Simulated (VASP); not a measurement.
# BN (Fmm2) in VASP: further runs, part 3 of 3

VASP 6.6.1. Earlier steps stand in the parts before.

### 6 Relaxation of cell and atoms, PBE

Contents of INCAR:

```
  PREC = Accurate
  ENCUT = 600
  EDIFF = 1E-6
  ISMEAR = 0
  SIGMA = 0.02
  LREAL = False
  LASPH = True
  NELM = 100
  ALGO = Normal
  ISIF = 3
  LWAVE = False
  LCHARG = False
  GGA = PE
  IBRION = 2
  NSW = 80
  EDIFFG = -0.01
```

Contents of KPOINTS:

```
regular mesh
0
Gamma
  6 6 6
```

Contents of POSCAR:

```
BN
1.0
    0.0000000000      3.4953158300      2.1660912400
    1.2516321000      0.0000000000      2.1660912400
    1.2516321000      3.4953158300      0.0000000000
B N
1 1
Direct
    0.0000486500      0.0000486500      0.9999513500
    0.6666513400      0.6666513400      0.3333486600
```

Potentials or basis: VASP PAW PBE potentials, release 64 (B, N).

Started as:

```
cat potpaw_PBE.64/B/POTCAR potpaw_PBE.64/N/POTCAR > POTCAR
mpirun -np 1 vasp_std > vasp.out
```

OUTCAR:

```text
PREC = Accurate
   ENCUT = 600
   EDIFF = 1E-6
   ISMEAR = 0
   LREAL = False
   LASPH = True
   NELM = 100
   ISIF = 3
   GGA = PE
   IBRION = 2
   NSW = 80
   EDIFFG = -0.01

 ion  position               nearest neighbor table
   1  0.000  0.000  1.000-   2 1.44   2 1.44   2 1.44
   2  0.667  0.667  0.333-   1 1.44   1 1.44   1 1.44

  LATTYP: Found a face centered orthorhombic cell.
 ALAT       =     2.5032642000
 B/A-ratio  =     1.7306133647
 C/A-ratio  =     2.7926064137

  Lattice vectors:

 A1 = (   0.0000000000,   3.4953158300,   2.1660912400)
 A2 = (  -1.2516321000,   3.4953158300,   0.0000000000)
 A3 = (  -1.2516321000,   0.0000000000,   2.1660912400)

Analysis of symmetry for initial positions (statically):
=====================================================================
 Subroutine PRICEL returns:
 Original cell was already a primitive cell.

 Routine SETGRP: Setting up the symmetry group for a
 face centered orthorhombic supercell.

 Subroutine GETGRP returns: Found  4 space group operations
 (whereof  4 operations were pure point group operations)
 out of a pool of  8 trial point group operations.

The static configuration has the point symmetry C_2v.

Analysis of symmetry for dynamics (positions and initial velocities):
=====================================================================
 Subroutine PRICEL returns:
 Original cell was already a primitive cell.

 Routine SETGRP: Setting up the symmetry group for a
 face centered orthorhombic supercell.

 Subroutine GETGRP returns: Found  4 space group operations
 (whereof  4 operations were pure point group operations)
 out of a pool of  8 trial point group operations.

The dynamic configuration has the point symmetry C_2v.

 Subroutine INISYM returns: Found  4 space group operations
 (whereof  4 operations are pure point group operations),
 and found     1 'primitive' translations

----------------------------------------------------------------------------------------

                                     Primitive cell

  volume of cell :      18.9526

[... 136 lines left out ...]
  free energy    TOTEN  =       -17.58975128 eV

  energy without entropy =      -17.58975128  energy(sigma->0) =      -17.58975128

------------------------ aborting loop because EDIFF is reached ----------------------------------------

  FORCE on cell =-STRESS in cart. coord.  units (eV):
  Direction    XX          YY          ZZ          XY          YZ          ZX
  --------------------------------------------------------------------------------------
  -------------------------------------------------------------------------------------
  Total        0.4620655      0.1776201      0.4667641      0.0000000      0.0000000      0.0000000
  in kB       39.0610851     15.0152560     39.4582791      0.0000000      0.0000000      0.0000000
  external PRESSURE =      31.1782067 kB  Pullay stress =       0.0000000 kB
[... 89 lines left out ...]
  FREE ENERGIE OF THE ION-ELECTRON SYSTEM (eV)
  ---------------------------------------------------
  free  energy   TOTEN  =       -17.5917790062 eV

  energy  without entropy=      -17.5917790062  energy(sigma->0) =      -17.59177901

 E-fermi :   1.8918     XC(G=0):  -9.6016

 val. band max:        1.7916127095   @ k =   0.5000  -0.3333   0.1667
 cond. band min:       5.6740652898   @ k =   0.0000   0.5000   0.5000
 fundamental gap:      3.8824525802
 Fermi energy:         1.8917844562

 k-point     1 :       0.0000    0.0000    0.0000
  band No.  band energies     occupation
      1     -15.9845      2.00000
      2      -2.6926      2.00000
      3       0.3524      2.00000
      4       0.3807      2.00000
      5       6.5827      0.00000
      6      13.2335      0.00000
      7      13.2350      0.00000
      8      14.5870      0.00000
[... 243 lines left out ...]
 k-point    24 :       0.5000    0.3333    0.1667
  band No.  band energies     occupation
      1     -14.0009      2.00000
      2      -5.1733      2.00000
      3      -1.8562      2.00000
      4      -0.5611      2.00000
      5       8.9425      0.00000
      6      10.7455      0.00000
      7      13.0853      0.00000
      8      18.2285      0.00000

 [... further k-points ...]

[... ionic steps 4 to 15 ...]

--------------------------------------- Ionic step       16  -------------------------------------------

 number of electron       8.0000000 magnetization

------------------------ aborting loop because EDIFF is reached ----------------------------------------
[... 67 lines left out ...]
--------------------------------------- Ionic step       18  -------------------------------------------

 number of electron       8.0000000 magnetization

 Free energy of the ion-electron system (eV)
  ---------------------------------------------------
  ext. energy  EPLUGINS =         0.00000000
  ---------------------------------------------------
  free energy    TOTEN  =       -17.60134528 eV

  energy without entropy =      -17.60134528  energy(sigma->0) =      -17.60134528

 E-fermi :   1.1845     XC(G=0):  -8.9350

 val. band max:        1.0250004031   @ k =   0.5000  -0.3333   0.1667
 cond. band min:       5.2507623630   @ k =   0.0000   0.5000   0.5000
 fundamental gap:      4.2257619600
 Fermi energy:         1.1845034739

 k-point     1 :       0.0000    0.0000    0.0000
  band No.  band energies     occupation
      1     -16.6707      2.00000
      2      -3.7828      2.00000
      3      -0.3709      2.00000
      4      -0.3707      2.00000
      5       5.4992      0.00000
      6      12.4815      0.00000
      7      12.5125      0.00000
      8      13.5618      0.00000
[... 282 lines left out ...]
  FREE ENERGIE OF THE ION-ELECTRON SYSTEM (eV)
  ---------------------------------------------------
  free  energy   TOTEN  =       -17.6013452788 eV

  energy  without entropy=      -17.6013452788  energy(sigma->0) =      -17.60134528

 reached required accuracy - stopping structural energy minimisation
```

It took 2.7 min on 1 thread of Intel Xeon 8259CL, shared host; peak memory 0.15 GiB.

Results:

```yaml
Free_energy: -17.6013 eV
Relaxed_volume: 10.77 Å³/atom
Relaxed_cell: a = 4.503 Å, b = 2.512 Å, c = 4.138 Å, α = 81.27°, β = 33.46°, γ = 65.27°
Space_group_after_relaxing_to_0.05_Å: Fmm2 (No. 42)
Energy_gained_by_relaxing: 5.8 meV/atom
Ionic_steps: 18
Pressure_after_relaxing: 0.0 GPa
Largest_force_after_relaxing: 0.006 eV/Å
Band_gap_on_the_k_mesh: 4.23 eV, indirect (least direct gap 4.57 eV)
```

Forces in eV/Å, atoms in the order of the input:
```
B    0.000  0.000 -0.006
N    0.000  0.000  0.006
```

Step by step:
```
step  energy change (eV)  largest force (eV/Å)  pressure (GPa)  volume (Å³)
   1              0.0000                0.0093            3.12        18.95
   2              0.0039                0.0271           -4.30        19.46
   3             -0.0020                0.0051            0.29        19.14
   4             -0.0027                0.0114            0.25        19.22
   5             -0.0045                0.0611            0.22        19.44
   6             -0.0070                0.1616            0.14        19.90
   7             -0.0088                0.3664            0.07        20.81
   8             -0.0089                0.3534            0.05        20.83
   9             -0.0094                0.3147            0.03        20.89
  10             -0.0102                0.2376            0.01        21.01
  11             -0.0113                0.0853            0.02        21.26
  12             -0.0110                0.2140            0.01        21.74
  13             -0.0115                0.0452            0.00        21.47
  14             -0.0115                0.0370            0.00        21.45
  15             -0.0115                0.0337            0.01        21.46
  16             -0.0116                0.0232            0.01        21.49
  17             -0.0116                0.0023            0.03        21.56
  18             -0.0116                0.0062            0.03        21.54
```

Final structure:
```
B N
1.0
     0.00000    3.94255    2.17549
     1.25595    0.00000    2.17549
     1.25595    3.94255    0.00000
B N
1 1
Direct
  0.00004 0.00004 0.99996
  0.66666 0.66666 0.33334
```

Levels at points of the mesh, in eV from the valence-band top:
| k point | band 2 | band 3 | band 4 | band 5 | band 6 | band 7 |
| --- | --- | --- | --- | --- | --- | --- |
| (0.00, 0.00, 0.00) | -4.81 | -1.40 | -1.40 | 4.47 | 11.46 | 11.49 |
| (0.50, 0.00, 0.00) | -8.90 | -4.17 | -0.95 | 4.70 | 9.67 | 12.83 |
| (0.50, 0.50, 0.00) | -8.93 | -4.16 | -0.73 | 5.32 | 9.36 | 12.00 |
| (0.50, 0.00, 0.50) | -5.66 | -1.40 | -1.39 | 8.27 | 10.66 | 11.45 |
| (0.00, 0.50, 0.50) | -8.87 | -4.17 | -1.16 | 4.23 | 9.84 | 13.77 |

Caveat: the k points lie up to 0.50 Å⁻¹ apart in the final cell.

### 7 Summary

```tsv
task	cell	k mesh	cutoff (eV)	smearing	gap on the mesh (eV)	pressure (GPa)	largest force (eV/Å)
single point	a = 4.112, b = 2.502, c = 3.713 Å, angles 80.3, 36.8, 62.9°, 2 atoms	12 × 12 × 12	520	methfessel-paxton 0.78 eV	3.85	3.2	-
single point	a = 4.112, b = 2.502, c = 3.713 Å, angles 80.3, 36.8, 62.9°, 2 atoms	12 × 12 × 12	520	methfessel-paxton 0.579 eV	3.85	3.2	0.01
single point	a = 4.112, b = 2.502, c = 3.713 Å, angles 80.3, 36.8, 62.9°, 2 atoms	12 × 12 × 12	520	tetrahedron	3.85	3.3	0.01
single point	a = 4.752, b = 2.512, c = 4.407 Å, angles 81.8, 31.5, 66.6°, 2 atoms	6 × 6 × 6	520	gaussian 0.02 eV	4.34	0.1	-
relaxation of cell and atoms	relaxed from a = 4.112, b = 2.502, c = 3.713 Å, angles 80.3, 36.8, 62.9°, 2 atoms	6 × 6 × 6	600	gaussian 0.02 eV	4.23	0.0	0.01
```

Alike in all rows: level PBE; potentials or basis VASP PAW PBE potentials, release 64 (B, N); no spin polarisation.

Caveats: some runs use coarse meshes.

Total energies depend on the potentials used, so only differences within one code and one set of settings carry meaning.
